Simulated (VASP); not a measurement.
# PbO (Pbcm) in VASP: single point with r2SCAN+rVV10

Aim: the single point of PbO with r2SCAN+rVV10.

Program: VASP 6.6.1. These are calculated values, not measurements. Logs are shortened: lines on timing, memory, paths and dates and some standing lists are left out, and cuts for length are marked.

## (1) The cell of the first run

The structure is orthorhombic, space group Pbcm (No. 57). Conventional cell: a = 5.930 Å, b = 5.507 Å, c = 4.707 Å, α = 90.00°, β = 90.00°, γ = 90.00°. Within 2.9 Å of Pb (site symmetry m) lie 4 O at 2.23 to 2.46 Å. O (site symmetry m) has 4 Pb at 2.23 to 2.46 Å and 6 O at 2.92 to 3.17 Å within 3.2 Å.

## (2) Single point, r2SCAN+rVV10

The input, POSCAR:

```
PbO
1.0
    5.5069411862      0.0000000000      0.0000000000
    0.0000000000      5.9304934304      0.0000000000
    0.0000000000      0.0000000000      4.7066352782
Pb O
4 4
Direct
    0.4891065247      0.2702165387      0.8097670000
    0.9891065247      0.7297834613      0.8097670000
    0.5108934753      0.7297834613      0.3097670000
    0.0108934753      0.2702165387      0.3097670000
    0.0928249321      0.3670291227      0.8097670000
    0.5928249321      0.6329708773      0.8097670000
    0.4071750679      0.3670291227      0.3097670000
    0.9071750679      0.6329708773      0.3097670000
```

The input, INCAR.step1:

```
SYSTEM = PbO
PREC = Accurate ; ENCUT = 520
ISMEAR = -1 ; SIGMA = 0.02
LREAL = .FALSE. ; LASPH = .TRUE.
NELM = 80 ; NBANDS = 50
GGA = PE ; ALGO = Normal
EDIFF = 1E-4 ; LWAVE = .TRUE.
LCHARG = .FALSE.
```

The input, INCAR.step2:

```
SYSTEM = PbO
PREC = Accurate ; ENCUT = 520
EDIFF = 1E-7 ; ISMEAR = -1
SIGMA = 0.02 ; LREAL = .FALSE.
LASPH = .TRUE. ; NELM = 80
ALGO = Normal ; ISIF = 2
LWAVE = .FALSE. ; LCHARG = .FALSE.
METAGGA = R2SCAN ; LMIXTAU = .TRUE.
LUSE_VDW = .TRUE. ; IVDW_NL = 2
BPARAM = 11.95 ; CPARAM = 0.0093
NBANDS = 50 ; ISTART = 1
```

The input, KPOINTS:

```
Automatic mesh
0
G
  4 4 6
  0 0 0
```

Potentials or basis: VASP PAW PBE potentials, release 64 (Pb_d, O).

The run is started by

```sh
$ cat potpaw_PBE.64/Pb_d/POTCAR potpaw_PBE.64/O/POTCAR > POTCAR
$ cp INCAR.step1 INCAR
$ mpirun -np 1 vasp_std > vasp.out
$ cp INCAR.step2 INCAR
$ mpirun -np 1 vasp_std > vasp.out
```

OUTCAR:

```text
SYSTEM = PbO
   PREC = Accurate
   ENCUT = 520
   EDIFF = 1E-7
   ISMEAR = -1
   LREAL = .FALSE.
   LASPH = .TRUE.
   NELM = 80
   ISIF = 2
   METAGGA = R2SCAN
   IVDW_NL = 2
   BPARAM = 11.95
   ISTART = 1

 ion  position               nearest neighbor table
   1  0.489  0.270  0.810-   6 2.23   5 2.26   7 2.46   7 2.46   4 3.53   4 3.53   3 3.60   3 3.60
                             4 3.71   4 3.71   2 3.87   2 3.87   3 3.98   3 3.98
   2  0.989  0.730  0.810-   5 2.23   6 2.26   8 2.46   8 2.46   3 3.53   3 3.53   4 3.60   4 3.60
                             3 3.71   3 3.71   1 3.87   1 3.87   4 3.98   4 3.98
   3  0.511  0.730  0.310-   7 2.23   8 2.26   6 2.46   6 2.46   2 3.53   2 3.53   1 3.60   1 3.60
                             2 3.71   2 3.71   4 3.87   4 3.87   1 3.98   1 3.98
   4  0.011  0.270  0.310-   8 2.23   7 2.26   5 2.46   5 2.46   1 3.53   1 3.53   2 3.60   2 3.60
                             1 3.71   1 3.71   3 3.87   3 3.87   2 3.98   2 3.98
   5  0.093  0.367  0.810-   2 2.23   1 2.26   4 2.46   4 2.46
   6  0.593  0.633  0.810-   1 2.23   2 2.26   3 2.46   3 2.46
   7  0.407  0.367  0.310-   3 2.23   4 2.26   1 2.46   1 2.46
   8  0.907  0.633  0.310-   4 2.23   3 2.26   2 2.46   2 2.46

  LATTYP: Found a simple orthorhombic cell.
 ALAT       =     4.7066352782
 B/A-ratio  =     1.1700378000
 C/A-ratio  =     1.2600282537

  Lattice vectors:

 A1 = (   0.0000000000,   0.0000000000,   4.7066352782)
 A2 = (   5.5069411862,   0.0000000000,   0.0000000000)
 A3 = (   0.0000000000,   5.9304934304,   0.0000000000)

Analysis of symmetry for initial positions (statically):
=====================================================================
 Subroutine PRICEL returns:
 Original cell was already a primitive cell.

 Routine SETGRP: Setting up the symmetry group for a
 simple orthorhombic supercell.

 Subroutine GETGRP returns: Found  8 space group operations
 (whereof  1 operations were pure point group operations)
 out of a pool of  8 trial point group operations.

The static configuration has the point symmetry C_1 .
 The point group associated with its full space group is D_2h.

Analysis of symmetry for dynamics (positions and initial velocities):
=====================================================================
 Subroutine PRICEL returns:
 Original cell was already a primitive cell.

 Routine SETGRP: Setting up the symmetry group for a
 simple orthorhombic supercell.

 Subroutine GETGRP returns: Found  8 space group operations
 (whereof  1 operations were pure point group operations)
 out of a pool of  8 trial point group operations.

The dynamic configuration has the point symmetry C_1 .
 The point group associated with its full space group is D_2h.

 Subroutine INISYM returns: Found  8 space group operations
 (whereof  1 operations are pure point group operations),
 and found     1 'primitive' translations

----------------------------------------------------------------------------------------

                                     Primitive cell

  volume of cell :     153.7134

  direct lattice vectors                    reciprocal lattice vectors
     5.506941186  0.000000000  0.000000000     0.181589010  0.000000000  0.000000000
     0.000000000  5.930493430  0.000000000     0.000000000  0.168620033  0.000000000
     0.000000000  0.000000000  4.706635278     0.000000000  0.000000000  0.212466006

  length of vectors
     5.506941186  5.930493430  4.706635278     0.181589010  0.168620033  0.212466006

  position of ions in fractional coordinates (direct lattice)
     0.489106525  0.270216539  0.809767000
     0.989106525  0.729783461  0.809767000
     0.510893475  0.729783461  0.309767000
     0.010893475  0.270216539  0.309767000
     0.092824932  0.367029123  0.809767000
     0.592824932  0.632970877  0.809767000
     0.407175068  0.367029123  0.309767000
     0.907175068  0.632970877  0.309767000

  ion indices of the primitive-cell ions
   primitive index   ion index
                 1           1
                 2           2
                 3           3
                 4           4
                 5           5
                 6           6
                 7           7
                 8           8

----------------------------------------------------------------------------------------

 KPOINTS: Automatic mesh

Automatic generation of k-mesh.
 Grid dimensions read from file:
 generate k-points for:    4    4    6

 Generating k-lattice:

  Cartesian coordinates                     Fractional coordinates (reciprocal lattice)
     0.045397253  0.000000000  0.000000000     0.250000000  0.000000000  0.000000000
     0.000000000  0.042155008  0.000000000     0.000000000  0.250000000  0.000000000
     0.000000000  0.000000000  0.035411001     0.000000000  0.000000000  0.166666667

  Length of vectors
     0.045397253  0.042155008  0.035411001

  Shift w.r.t. Gamma in fractional coordinates (k-lattice)
     0.000000000  0.000000000  0.000000000

 Subroutine IBZKPT returns following result:
 ===========================================

 Found     36 irreducible k-points:

 Following reciprocal coordinates:
            Coordinates               Weight
  0.000000  0.000000  0.000000      1.000000
  0.250000  0.000000  0.000000      2.000000
  0.500000  0.000000  0.000000      1.000000
  0.000000  0.250000  0.000000      2.000000
  0.250000  0.250000  0.000000      4.000000
  0.500000  0.250000  0.000000      2.000000
[... 16 lines left out ...]
  0.250000  0.250000  0.333333      8.000000
  0.500000  0.250000  0.333333      4.000000
 [... further k-points ...]
   k-points           NKPTS =     36   k-points in BZ     NKDIM =     36   number of bands    NBANDS=     50
   number of dos      NEDOS =    301   number of ions     NIONS =      8
   total plane-waves  NPLWV =  72576
   dimension x,y,z NGX =    42 NGY =   48 NGZ =   36
   dimension x,y,z NGXF=    84 NGYF=   96 NGZF=   72
   ions per type =               4   4
   NGX,Y,Z   is equivalent  to a cutoff of  12.68, 13.46, 12.72 a.u.
   NGXF,Y,Z  is equivalent  to a cutoff of  25.36, 26.91, 25.43 a.u.
 SYSTEM =  PbO
   PREC   = accura    normal or accurate (medium, high low for compatibility)
   ISTART =      1    job   : 0-new  1-cont  2-samecut
   ICHARG =      0    charge: 1-file 2-atom 10-const
   ISPIN  =      1    spin polarized calculation?
   LNONCOLLINEAR =      F non collinear calculations
   LSORBIT =      F    spin-orbit coupling
   LASPH  =      T    aspherical Exc in radial PAW
   ENCUT  =  520.0 eV  38.22 Ry    6.18 a.u.  10.24 11.03  8.75*2*pi/ulx,y,z
   NELM   =     80;   NELMIN=  2; NELMDL=  0     # of ELM steps
   EDIFF  = 0.1E-06   stopping-criterion for ELM
   LREAL  =      F    real-space projection
   EDIFFG = 0.1E-05   stopping-criterion for IOM
   NSW    =      0    number of steps for IOM
   IBRION =     -1    ionic relax: 0-MD 1-quasi-New 2-CG
   NFREE  =      0    steps in history (QN), initial steepest desc. (CG)
   ISIF   =      2    stress and relaxation
   ISYM   =      2    0-nonsym 1-usesym 2-fastsym
   POTIM  = 0.5000    time-step for ionic-motion
   TEBEG  =    0.0;   TEEND  =   0.0 temperature during run
   PSTRESS=    0.0 pullay stress
   NELECT =      80.0000    total number of electrons
   NUPDOWN=      -1.0000    fix difference up-down
   EMIN   =  10.00;   EMAX   =-10.00  energy-range for DOS
   EFERMI =   0.00;   METHOD = LEGACY
   ISMEAR =    -1;   SIGMA  =   0.02  broadening in eV -4-tet -1-fermi 0-gaus
   EFERMI_NEDOS =   21; number of points for ismear=-14 and -15
   IALGO  =     38    algorithm
   IMIX   =      4    mixing-type and parameters
     AMIX     =   0.40;   BMIX     =  1.00
     AMIX_MAG =   1.60;   BMIX_MAG =  1.00
  volume/ion in A,a.u.               =      19.21       129.66
  Fermi-wavevector in a.u.,A,eV,Ry     =   1.316844  2.488474 23.593554  1.734077
  Thomas-Fermi vector in A             =   2.446927
   LORBIT       =      0    0 simple, 1 ext, 2 COOP (PROOUT), +10 PAW based schemes
   METAGGA = R2SCAN    functional components
   LHFCALC =     F    Hartree Fock is set to
   AEXX    =    0.0000 exact exchange contribution
   IVDW_NL    =     2    kernel type
   BPARAM     =11.9500
   IVDW    =     0    specifies the selected vdW correction
   LEPSILON=     F    determine dielectric tensor
   LRPA    =     F    only Hartree local field effects (RPA)
 non-spin polarized calculation
  energy-cutoff  :      520.00
  volume of cell :      153.71
 maximum number of plane-waves:      4170
 NGX is ok and might be reduce to    42
   NGX = 21   NGY = 23   NGZ = 17

 number of electron      79.9999990 magnetization

 Free energy of the ion-electron system (eV)
  ---------------------------------------------------
  ext. energy  EPLUGINS =         0.00000000
  ---------------------------------------------------
  free energy    TOTEN  =      -256.71528364 eV

  energy without entropy =     -256.71528364  energy(sigma->0) =     -256.71528364

 E-fermi :   4.9842     XC(G=0): -10.7319

 val. band max:        4.5086563473   @ k =   0.0000   0.0000   0.0000
 cond. band min:       6.9831283812   @ k =   0.5000   0.5000   0.3333
 fundamental gap:      2.4744720339
 Fermi energy:         4.9842136922

 k-point     1 :       0.0000    0.0000    0.0000
  band No.  band energies     occupation
      1     -14.2055      2.00000
      2     -14.0060      2.00000
      3     -13.8915      2.00000
      4     -13.7827      2.00000
      5     -11.4592      2.00000
      6     -11.3973      2.00000
[... 42 lines left out ...]
     49      12.9273      0.00000
     50      13.1069      0.00000

 k-point     2 :       0.2500    0.0000    0.0000
  band No.  band energies     occupation
      1     -14.1599      2.00000
      2     -14.0250      2.00000
      3     -13.8473      2.00000
      4     -13.7750      2.00000
      5     -11.4187      2.00000
      6     -11.3754      2.00000
[... 42 lines left out ...]
     49      11.9254      0.00000
     50      12.7408      0.00000

 k-point     3 :       0.5000    0.0000    0.0000
  band No.  band energies     occupation
      1     -14.0764      2.00000
      2     -14.0764      2.00000
      3     -13.7872      2.00000
      4     -13.7872      2.00000
      5     -11.3492      2.00000
      6     -11.3492      2.00000
[... 42 lines left out ...]
     49      11.8758      0.00000
     50      11.8758      0.00000

 k-point     4 :       0.0000    0.2500    0.0000
  band No.  band energies     occupation
      1     -14.1949      2.00000
      2     -14.0008      2.00000
      3     -13.8839      2.00000
      4     -13.7747      2.00000
      5     -11.4540      2.00000
      6     -11.4011      2.00000
[... 999 lines left out ...]
 k-point    23 :       0.2500    0.2500    0.3333
  band No.  band energies     occupation
      1     -13.9473      2.00000
      2     -13.8820      2.00000
      3     -13.7887      2.00000
      4     -13.7520      2.00000
      5     -11.3922      2.00000
      6     -11.3743      2.00000
[... 42 lines left out ...]
     49      12.2818      0.00000
     50      12.5153      0.00000

 k-point    24 :       0.5000    0.2500    0.3333
  band No.  band energies     occupation
      1     -13.8994      2.00000
      2     -13.8994      2.00000
      3     -13.7511      2.00000
      4     -13.7511      2.00000
      5     -11.3585      2.00000
      6     -11.3585      2.00000
[... 42 lines left out ...]
     49      12.8418      0.00000
     50      12.8418      0.00000

 [... further k-points ...]

------------------------ aborting loop because EDIFF is reached ----------------------------------------

  FORCE on cell =-STRESS in cart. coord.  units (eV):
  Direction    XX          YY          ZZ          XY          YZ          ZX
  --------------------------------------------------------------------------------------
  -------------------------------------------------------------------------------------
  Total        0.6021214      0.6526324      0.5577882      0.0000000      0.0000000      0.0000000
  in kB        6.2759987      6.8024820      5.8139071      0.0000000      0.0000000      0.0000000
  external PRESSURE =       6.2974626 kB  Pullay stress =       0.0000000 kB

 VOLUME and BASIS-vectors are now :
 -----------------------------------------------------------------------------
  energy-cutoff  :      520.00
  volume of cell :      153.71
      direct lattice vectors                 reciprocal lattice vectors
     5.506941186  0.000000000  0.000000000     0.181589010  0.000000000  0.000000000
     0.000000000  5.930493430  0.000000000     0.000000000  0.168620033  0.000000000
     0.000000000  0.000000000  4.706635278     0.000000000  0.000000000  0.212466006

 POSITION                                       TOTAL-FORCE (eV/Angst)
 -----------------------------------------------------------------------------------
      2.69348      1.60252      3.81128         0.056301     -0.110846      0.000000
      5.44695      4.32798      3.81128         0.056301      0.110846      0.000000
      2.81346      4.32798      1.45796        -0.056301      0.110846      0.000000
      0.05999      1.60252      1.45796        -0.056301     -0.110846      0.000000
      0.51118      2.17666      3.81128        -0.030038     -0.033554      0.000000
      3.26465      3.75383      3.81128        -0.030038      0.033554      0.000000
      2.24229      2.17666      1.45796         0.030038     -0.033554      0.000000
      4.99576      3.75383      1.45796         0.030038      0.033554      0.000000
 -----------------------------------------------------------------------------------
    total drift:                               -0.000000      0.000000      0.000063

  FREE ENERGIE OF THE ION-ELECTRON SYSTEM (eV)
  ---------------------------------------------------
  free  energy   TOTEN  =      -256.7152836409 eV

  energy  without entropy=     -256.7152836409  energy(sigma->0) =     -256.71528364
```

Run time: 13 min. Hardware: 1 thread of Oxide Virtual Turin-like, shared host; peak memory 0.64 GiB.

What came out:

```
Free energy            : -256.7153 eV
Pressure               : 0.6 GPa
Largest force          : 0.124 eV/Å
Band gap on the k mesh : 2.47 eV (least direct gap 2.78 eV)
```

Forces on the atoms (eV/Å):
```
Pb   0.056 -0.111  0.000
Pb   0.056  0.111  0.000
Pb  -0.056  0.111  0.000
Pb  -0.056 -0.111  0.000
O   -0.030 -0.034  0.000
O   -0.030  0.034  0.000
O    0.030 -0.034  0.000
O    0.030  0.034  0.000
```

Caveat: the PAW data sets were made with another functional, which shifts forces and pressure a little; spin-orbit coupling is left out, which moves the levels of the heavy elements. A k mesh can miss the band edges.
